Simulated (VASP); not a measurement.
# Sb (P6/mmm) in VASP: single point with PBEsol

Aim: the single point of Sb with PBEsol.

All numbers are computed with VASP 6.6.1; they aren't measurements. Logs are shortened: lines on timing, memory, paths and dates and some standing lists are left out, and cuts for length are marked.

## 1. The cell of the first run

The structure is hexagonal, space group P6/mmm (No. 191). Conventional cell: a = 5.428 Å, b = 5.428 Å, c = 3.112 Å, α = 90.00°, β = 90.00°, γ = 120.00°. Sb (site symmetry 6/mmm) has 14 Sb at 3.11 to 3.50 Å within 4.1 Å. Within 4.1 Å of Sb (site symmetry -6m2) lie 11 Sb at 3.11 to 3.50 Å.

## 2. Single point, PBEsol

Contents of INCAR:

```
SYSTEM = Sb
  PREC = Accurate
  ENCUT = 520
  EDIFF = 1E-6
  ISMEAR = 0
  SIGMA = 0.1
  LREAL = .False.
  LASPH = .True.
  NELM = 100
  ALGO = Normal
  ISIF = 2
  LWAVE = .False.
  LCHARG = .False.
  GGA = PS
  NBANDS = 14
```

Contents of KPOINTS:

```
regular mesh
0
Gamma
  6 6 6
  0 0 0
```

Contents of POSCAR:

```
Sb
1.0
    5.4277327897      0.0000000000      0.0000000000
   -2.7138663948      4.7005544808      0.0000000000
    0.0000000000      0.0000000000      3.1117721477
Sb
3
Direct
    0.0000000000      0.0000000000      0.0000000000
    0.3333333333      0.6666666667      0.5000000000
    0.6666666667      0.3333333333      0.5000000000
```

Potentials or basis: VASP PAW PBE potentials, release 64 (Sb).

On the command line:

```sh
> cat potpaw_PBE.64/Sb/POTCAR > POTCAR
> mpirun -np 1 vasp_std > vasp.out
```

OUTCAR:

```text
SYSTEM = Sb
   PREC = Accurate
   ENCUT = 520
   EDIFF = 1E-6
   ISMEAR = 0
   LREAL = .False.
   LASPH = .True.
   NELM = 100
   ISIF = 2
   GGA = PS

 ion  position               nearest neighbor table
   1  0.000  0.000  0.000-   2 3.50   3 3.50   2 3.50   3 3.50   2 3.50   2 3.50   3 3.50   3 3.50
                             3 3.50   3 3.50   2 3.50   2 3.50
   2  0.333  0.667  0.500-   3 3.13   3 3.13   3 3.13   1 3.50   1 3.50   1 3.50   1 3.50   1 3.50
                             1 3.50
   3  0.667  0.333  0.500-   2 3.13   2 3.13   2 3.13   1 3.50   1 3.50   1 3.50   1 3.50   1 3.50
                             1 3.50

  LATTYP: Found a hexagonal cell.
 ALAT       =     5.4277327897
 C/A-ratio  =     0.5733097535

  Lattice vectors:

 A1 = (   5.4277327897,   0.0000000000,   0.0000000000)
 A2 = (  -2.7138663948,   4.7005544808,   0.0000000000)
 A3 = (   0.0000000000,   0.0000000000,   3.1117721477)

Analysis of symmetry for initial positions (statically):
=====================================================================
 Subroutine PRICEL returns:
 Original cell was already a primitive cell.

 Routine SETGRP: Setting up the symmetry group for a
 hexagonal supercell.

 Subroutine GETGRP returns: Found 24 space group operations
 (whereof 24 operations were pure point group operations)
 out of a pool of 24 trial point group operations.

The static configuration has the point symmetry D_6h.

Analysis of symmetry for dynamics (positions and initial velocities):
=====================================================================
 Subroutine PRICEL returns:
 Original cell was already a primitive cell.

 Routine SETGRP: Setting up the symmetry group for a
 hexagonal supercell.

 Subroutine GETGRP returns: Found 24 space group operations
 (whereof 24 operations were pure point group operations)
 out of a pool of 24 trial point group operations.

The dynamic configuration has the point symmetry D_6h.

 Subroutine INISYM returns: Found 24 space group operations
 (whereof 24 operations are pure point group operations),
 and found     1 'primitive' translations

----------------------------------------------------------------------------------------

                                     Primitive cell

  volume of cell :      79.3917

  direct lattice vectors                    reciprocal lattice vectors
     5.427732790  0.000000000  0.000000000     0.184238989  0.106370430  0.000000000
    -2.713866395  4.700554481  0.000000000     0.000000000  0.212740859  0.000000000
     0.000000000  0.000000000  3.111772148     0.000000000  0.000000000  0.321360290

  length of vectors
     5.427732790  5.427732790  3.111772148     0.212740859  0.212740859  0.321360290

  position of ions in fractional coordinates (direct lattice)
     0.000000000  0.000000000  0.000000000
     0.333333333  0.666666667  0.500000000
     0.666666667  0.333333333  0.500000000

  ion indices of the primitive-cell ions
   primitive index   ion index
                 1           1
                 2           2
                 3           3

----------------------------------------------------------------------------------------

 KPOINTS: regular mesh

Automatic generation of k-mesh.
 Grid dimensions read from file:
 generate k-points for:    6    6    6

 Generating k-lattice:

  Cartesian coordinates                     Fractional coordinates (reciprocal lattice)
     0.030706498  0.017728405  0.000000000     0.166666667  0.000000000  0.000000000
     0.000000000  0.035456810  0.000000000     0.000000000  0.166666667  0.000000000
     0.000000000  0.000000000  0.053560048     0.000000000  0.000000000  0.166666667

  Length of vectors
     0.035456810  0.035456810  0.053560048

  Shift w.r.t. Gamma in fractional coordinates (k-lattice)
     0.000000000  0.000000000  0.000000000

 Subroutine IBZKPT returns following result:
 ===========================================

 Found     28 irreducible k-points:

 Following reciprocal coordinates:
            Coordinates               Weight
  0.000000  0.000000  0.000000      1.000000
  0.166667  0.000000  0.000000      6.000000
  0.333333  0.000000  0.000000      6.000000
  0.500000  0.000000  0.000000      3.000000
  0.166667  0.166667  0.000000      6.000000
  0.333333  0.166667  0.000000     12.000000
[... 16 lines left out ...]
  0.166667  0.000000  0.500000      6.000000
  0.333333  0.000000  0.500000      6.000000
 [... further k-points ...]
   k-points           NKPTS =     28   k-points in BZ     NKDIM =     28   number of bands    NBANDS=     14
   number of dos      NEDOS =    301   number of ions     NIONS =      3
   total plane-waves  NPLWV =  38400
   dimension x,y,z NGX =    40 NGY =   40 NGZ =   24
   dimension x,y,z NGXF=    80 NGYF=   80 NGZF=   48
   ions per type =               3
   NGX,Y,Z   is equivalent  to a cutoff of  12.25, 12.25, 12.82 a.u.
   NGXF,Y,Z  is equivalent  to a cutoff of  24.50, 24.50, 25.64 a.u.
 SYSTEM =  Sb
   PREC   = accura    normal or accurate (medium, high low for compatibility)
   ISTART =      0    job   : 0-new  1-cont  2-samecut
   ICHARG =      2    charge: 1-file 2-atom 10-const
   ISPIN  =      1    spin polarized calculation?
   LNONCOLLINEAR =      F non collinear calculations
   LSORBIT =      F    spin-orbit coupling
   LASPH  =      T    aspherical Exc in radial PAW
   ENCUT  =  520.0 eV  38.22 Ry    6.18 a.u.  10.09 10.09  5.79*2*pi/ulx,y,z
   NELM   =    100;   NELMIN=  2; NELMDL= -5     # of ELM steps
   EDIFF  = 0.1E-05   stopping-criterion for ELM
   LREAL  =      F    real-space projection
   EDIFFG = 0.1E-04   stopping-criterion for IOM
   NSW    =      0    number of steps for IOM
   IBRION =     -1    ionic relax: 0-MD 1-quasi-New 2-CG
   NFREE  =      0    steps in history (QN), initial steepest desc. (CG)
   ISIF   =      2    stress and relaxation
   ISYM   =      2    0-nonsym 1-usesym 2-fastsym
   POTIM  = 0.5000    time-step for ionic-motion
   TEBEG  =    0.0;   TEEND  =   0.0 temperature during run
   PSTRESS=    0.0 pullay stress
   NELECT =      15.0000    total number of electrons
   NUPDOWN=      -1.0000    fix difference up-down
   EMIN   =  10.00;   EMAX   =-10.00  energy-range for DOS
   EFERMI =   0.00;   METHOD = LEGACY
   ISMEAR =     0;   SIGMA  =   0.10  broadening in eV -4-tet -1-fermi 0-gaus
   EFERMI_NEDOS =   21; number of points for ismear=-14 and -15
   IALGO  =     38    algorithm
   IMIX   =      4    mixing-type and parameters
     AMIX     =   0.40;   BMIX     =  1.00
     AMIX_MAG =   1.60;   BMIX_MAG =  1.00
  volume/ion in A,a.u.               =      26.46       178.59
  Fermi-wavevector in a.u.,A,eV,Ry     =   0.939392  1.775193 12.006558  0.882457
  Thomas-Fermi vector in A             =   2.066699
   LORBIT       =      0    0 simple, 1 ext, 2 COOP (PROOUT), +10 PAW based schemes
   GGA     = PS    functional components
   LHFCALC =     F    Hartree Fock is set to
   AEXX    =    0.0000 exact exchange contribution
   IVDW    =     0    specifies the selected vdW correction
   LEPSILON=     F    determine dielectric tensor
   LRPA    =     F    only Hartree local field effects (RPA)
 non-spin polarized calculation
 Gauss-broadening in eV      SIGMA  =   0.10
  energy-cutoff  :      520.00
  volume of cell :       79.39
 maximum number of plane-waves:      2165
   NGX = 21   NGY = 21   NGZ = 11

 number of electron      14.9999999 magnetization

 Free energy of the ion-electron system (eV)
  ---------------------------------------------------
  ext. energy  EPLUGINS =         0.00000000
  ---------------------------------------------------
  free energy    TOTEN  =       -13.13893388 eV

  energy without entropy =      -13.13438028  energy(sigma->0) =      -13.13665708

 E-fermi :   8.4627     XC(G=0): -10.3951

 val. band max:        8.3316646770   @ k =   0.3333   0.1667   0.5000
 cond. band min:       8.4789212976   @ k =   0.3333   0.0000   0.3333
 fundamental gap:      0.1472566206
 Fermi energy:         8.4627482628

 k-point     1 :       0.0000    0.0000    0.0000
  band No.  band energies     occupation
      1      -4.5058      2.00000
      2       0.0377      2.00000
      3       0.1872      2.00000
      4       4.3972      2.00000
      5       4.3972      2.00000
      6       4.6213      2.00000
      7       4.6213      2.00000
      8      10.9589      0.00000
      9      13.7173      0.00000
     10      13.7173      0.00000
     11      14.7963      0.00000
     12      14.9860      0.00000
     13      15.0018      0.00000
     14      18.6649      0.00000

 k-point     2 :       0.1667    0.0000    0.0000
  band No.  band energies     occupation
      1      -4.3187      2.00000
      2      -0.4365      2.00000
      3      -0.1658      2.00000
      4       3.5118      2.00000
      5       4.2482      2.00000
      6       5.8700      2.00000
      7       6.3247      2.00000
      8      11.1531      0.00000
      9      12.2556      0.00000
     10      13.1322      0.00000
     11      14.6211      0.00000
     12      14.7646      0.00000
     13      14.9563      0.00000
     14      17.8141      0.00000

 k-point     3 :       0.3333    0.0000    0.0000
  band No.  band energies     occupation
      1      -3.7620      2.00000
      2      -1.6587      2.00000
      3      -0.5332      2.00000
      4       2.9100      2.00000
      5       5.4521      2.00000
      6       7.5453      2.00000
      7       8.7633      0.00002
      8       9.7683      0.00000
      9      11.4988      0.00000
     10      11.7191      0.00000
     11      13.6654      0.00000
     12      14.4276      0.00000
     13      15.3809      0.00000
     14      16.5130      0.00000
[... 324 lines left out ...]
 k-point    23 :       0.1667    0.0000    0.5000
  band No.  band energies     occupation
      1      -1.1866      2.00000
      2       0.1218      2.00000
      3       2.4299      2.00000
      4       4.4310      2.00000
      5       5.0221      2.00000
      6       5.8069      2.00000
      7       6.2634      2.00000
      8       7.1091      2.00000
      9       7.9093      2.00000
     10       8.6014      0.04985
     11       9.6933      0.00000
     12      10.1221      0.00000
     13      12.1652      0.00000
     14      12.6006      0.00000

 k-point    24 :       0.3333    0.0000    0.5000
  band No.  band energies     occupation
      1      -0.7051      2.00000
      2       0.4397      2.00000
      3       1.4109      2.00000
      4       3.6376      2.00000
      5       4.3568      2.00000
      6       5.2730      2.00000
      7       5.8737      2.00000
      8       7.6587      2.00000
      9       8.5681      0.13641
     10       9.8220      0.00000
     11      10.9919      0.00000
     12      11.6002      0.00000
     13      13.3881      0.00000
     14      14.5298      0.00000

 [... further k-points ...]
[... 5 lines left out ...]
  --------------------------------------------------------------------------------------
  -------------------------------------------------------------------------------------
  Total       -0.0132570     -0.0132570     -0.0034112     -0.0000000      0.0000000      0.0000000
  in kB       -0.2675340     -0.2675340     -0.0688395     -0.0000000      0.0000000      0.0000000
  external PRESSURE =      -0.2013025 kB  Pullay stress =       0.0000000 kB

 VOLUME and BASIS-vectors are now :
 -----------------------------------------------------------------------------
  energy-cutoff  :      520.00
  volume of cell :       79.39
      direct lattice vectors                 reciprocal lattice vectors
     5.427732790  0.000000000  0.000000000     0.184238989  0.106370430  0.000000000
    -2.713866395  4.700554481  0.000000000     0.000000000  0.212740859  0.000000000
     0.000000000  0.000000000  3.111772148     0.000000000  0.000000000  0.321360290

 POSITION                                       TOTAL-FORCE (eV/Angst)
 -----------------------------------------------------------------------------------
      0.00000      0.00000      0.00000        -0.000000     -0.000000     -0.000000
     -0.00000      3.13370      1.55589         0.000000     -0.000000      0.000000
      2.71387      1.56685      1.55589        -0.000000      0.000000     -0.000000
 -----------------------------------------------------------------------------------
    total drift:                                0.000000     -0.000000      0.000000

  FREE ENERGIE OF THE ION-ELECTRON SYSTEM (eV)
  ---------------------------------------------------
  free  energy   TOTEN  =       -13.1389338781 eV

  energy  without entropy=      -13.1343802792  energy(sigma->0) =      -13.13665708
```

Wall time 11 s (1 thread of Intel Xeon Platinum 8488C (Sapphire Rapids), shared host); peak memory 0.18 GiB.

What came out:

```yaml
Free_energy: -13.1389 eV
Pressure: 0.0 GPa
```

Levels at points of the mesh, in eV from the Fermi level:
```csv
k point,band 5,band 6,band 7,band 8,band 9,band 10
"(0.00, 0.00, 0.00)",-4.07,-3.84,-3.84,2.50,5.25,5.25
"(0.50, 0.00, 0.00)",-1.16,-0.97,0.89,1.15,1.98,4.13
"(0.00, 0.00, 0.50)",-2.98,-2.34,-1.92,-1.92,-0.40,-0.40
"(0.50, 0.00, 0.50)",-4.35,-3.40,-2.74,-0.91,1.37,2.16
```

Caveat: the PAW data sets were made with another functional, which shifts forces and pressure a little; spin-orbit coupling is left out, which moves the levels of the heavy elements.
